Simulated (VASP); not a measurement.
Here is a VASP 6.6.1 calculation.

File POSCAR:

```
ZnCu
1.0
    2.9230068463      0.0000000000      0.0000000000
    0.0000000000      2.9230068463      0.0000000000
    0.0000000000      0.0000000000      2.9230068463
Zn Cu
1 1
Direct
    0.5000000000      0.5000000000      0.5000000000
    0.0000000000      0.0000000000      0.0000000000
```

The input INCAR.step1:

```
PREC     = Accurate       # precision mode
ENCUT    = 520            # plane-wave cutoff, eV
ISMEAR   = 0              # smearing method
SIGMA    = 0.1            # smearing width, eV
LREAL    = F              # projectors in reciprocal space
LASPH    = T              # aspherical terms in the spheres
NELM     = 60             # most SCF steps
NBANDS   = 18             # bands
GGA      = PE             # functional
ALGO     = Normal         # electronic algorithm
EDIFF    = 1E-4           # SCF threshold, eV
LWAVE    = T              # write WAVECAR
LCHARG   = F              # write CHGCAR
```

The input INCAR.step2:

```
PREC     = Accurate       # precision mode
ENCUT    = 520            # plane-wave cutoff, eV
EDIFF    = 1E-6           # SCF threshold, eV
ISMEAR   = 0              # smearing method
SIGMA    = 0.1            # smearing width, eV
LREAL    = F              # projectors in reciprocal space
LASPH    = T              # aspherical terms in the spheres
NELM     = 60             # most SCF steps
ALGO     = Normal         # electronic algorithm
ISIF     = 2              # what is computed and relaxed
LWAVE    = F              # write WAVECAR
LCHARG   = F              # write CHGCAR
METAGGA  = R2SCAN         # meta-GGA
LMIXTAU  = T            
NBANDS   = 18             # bands
ISTART   = 1
```

The input KPOINTS:

```
Automatic mesh
0
Gamma
  6 6 6
```

Potentials or basis: VASP PAW PBE potentials, release 64 (Zn, Cu).

Launch:

```console
$ cat potpaw_PBE.64/Zn/POTCAR potpaw_PBE.64/Cu/POTCAR > POTCAR
$ cp INCAR.step1 INCAR
$ mpirun -np 1 vasp_std > vasp.out
$ cp INCAR.step2 INCAR
$ mpirun -np 1 vasp_std > vasp.out
```

(1) Predict the pressure.

Answers

(1) 0.7 GPa.

Caveat: the PAW data sets were made with another functional, which shifts forces and pressure a little.
